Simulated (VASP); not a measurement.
Runs of VASP 6.6.1 on Pb. The structure is that of space group Fm-3m (No. 225), or close to it. The cells are those of the table. 

| task | cell | cutoff (eV) | k mesh for the DOS | occupations for the DOS | gap on the mesh (eV) | pressure (GPa) |
| --- | --- | --- | --- | --- | --- | --- |
| relaxation of cell and atoms | relaxed from a = 3.500 Å, angles 60.0°, 1 atom | 600 | - | - | none | 0.0 |
| single point | a = 3.601 Å, angles 60.0°, 1 atom | 520 | - | - | none | -3.6 |
| single point | a = 3.489 Å, angles 60.0°, 1 atom | 520 | - | - | none | 0.0 |
| single point | a = 3.453 Å, angles 60.0°, 1 atom | 520 | - | - | none | 1.5 |
| single point | a = 3.418 Å, angles 60.0°, 1 atom | 520 | - | - | none | 3.4 |
| single point | a = 3.500 Å, angles 60.0°, 1 atom | 520 | - | - | none | -0.5 |
| single point | a = 3.557 Å, angles 60.0°, 1 atom | 520 | - | - | none | -2.4 |
| single point | a = 3.523 Å, angles 60.0°, 1 atom | 520 | - | - | none | (a) |
| single point | a = 3.343 Å, angles 60.0°, 1 atom | 520 | - | - | none | (b) |

Alike in all rows: level PBEsol; potentials or basis VASP PAW PBE potentials, release 64 (Pb_d); no spin polarisation; k mesh 14 × 14 × 14; smearing gaussian 0.1 eV.

Fill in the values left out.

(a) -1.4; (b) 8.4.

Caveats: the PAW data sets were made with another functional, which shifts forces and pressure a little; spin-orbit coupling is left out, which moves the levels of the heavy elements.

A k mesh can miss the band edges, and the runs leave out spin-orbit coupling on Pb.

A gap of «none» marks levels without a gap at the run's occupations.
